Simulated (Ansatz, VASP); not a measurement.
## Ag in VASP and in Ansatz

Contents of INCAR:

```
  PREC = Accurate
  ENCUT = 520
  EDIFF = 1E-6
  ISMEAR = 0
  SIGMA = 0.15
  LREAL = False
  LASPH = True
  NELM = 100
  ALGO = Normal
  ISIF = 2
  LWAVE = False
  LCHARG = True
  GGA = PE
  LELF = True
  LVHAR = True
  NBANDS = 12
```

The input KPOINTS:

```
regular mesh
0
Gamma
  10 10 10
```

Contents of POSCAR:

```
Ag
1.0
    0.0000000000      2.0431000000      2.0737465000
    2.0431000000      0.0000000000      2.0737465000
    2.0431000000      2.0431000000      0.0000000000
Ag
1
Direct
    0.0000000000      0.0000000000      0.0000000000
```

Input for Ansatz:

```yaml
crystal:
  lattice:
    - [0.0, 2.0431, 2.0737465]
    - [2.0431, 0.0, 2.0737465]
    - [2.0431, 2.0431, 0.0]
  atoms:
    - { symbol: Ag, position: [0.0, 0.0, 0.0] }
basis:
  ecutwfc: 420
kpoints:
  mp_grid: { grid: [10, 10, 10] }
hamiltonian:
  xc: pbe
scf:
  occupations: { method: gaussian, width: 0.15 }
output:
  forces: true
  stress: true
  eigenvalues: true
```

Change from the starting cell: strain +0.000 along x and y, +0.015 along z, atoms carried along.

Alike in both runs: task single point; functional PBE; k mesh 10 × 10 × 10; occupations gaussian, width 0.15 eV; no spin polarisation.

```csv
,VASP,Ansatz
version,VASP 6.6.1,Ansatz 0.2.0
potentials or method,"VASP PAW PBE potentials, release 64 (Ag), cutoff 520 eV","scalar-relativistic, plane waves, PAW"
valence electrons in the cell,11,19
```

```tsv
	VASP	Ansatz	Ansatz less VASP
gap on the k mesh at the Fermi level (eV)	none	none	-
pressure (GPa)	3.1	3.3	+0.15
traceless stress, the component that is largest in VASP (GPa)	-0.25	-0.26	-0.008
```

A gap of «none» marks a metal or a gap that the smearing closes. VASP's potentials hold 11 valence electrons a cell and Ansatz's 19, so a difference there can come from the potentials and not from the codes.
